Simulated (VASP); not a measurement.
A run of VASP 6.6.1:

File INCAR:

```
SYSTEM = TePd
PREC = Accurate ; ENCUT = 500
EDIFF = 1E-6 ; ISMEAR = -1
SIGMA = 0.05 ; LREAL = .False.
LASPH = .True. ; NELM = 200
ALGO = Normal ; ISIF = 2
LWAVE = .False. ; LCHARG = .True.
LMAXMIX = 4 ; LDAU = .True.
LDAUTYPE = 2 ; LDAUL = 2 -1
LDAUU = 5 0 ; LDAUJ = 0 0
LDAUPRINT = 1 ; LELF = .True.
LVHAR = .True. ; NBANDS = 15
GGA_COMPAT = .False.
```

KPOINTS

```
Automatic mesh
0
Gamma
  7 7 7
  0 0 0
```

Contents of POSCAR:

```
TePd
1.0
    3.6310931200      0.0000000000      0.0000000000
    0.0000000000      3.6310931200      0.0000000000
    0.0000000000      0.0000000000      3.6310931200
Pd Te
1 1
Direct
    0.0000000000      0.0000000000      0.0000000000
    0.5000000000      0.5000000000      0.5000000000
```

Potentials or basis: VASP PAW LDA potentials, release 64 (Pd, Te).

Run with:

```sh
$ cat potpaw_LDA.64/Pd/POTCAR potpaw_LDA.64/Te/POTCAR > POTCAR
$ mpirun -np 1 vasp_std > vasp.out
```

Hardware: 1 thread of Intel Xeon 8259CL, on a shared host.

How long does it take, and how much memory?

It took 21 s on 1 thread of Intel Xeon 8259CL, with other jobs on the host, peak memory 0.14 GiB. Counts: scf iterations 13, k points 20.
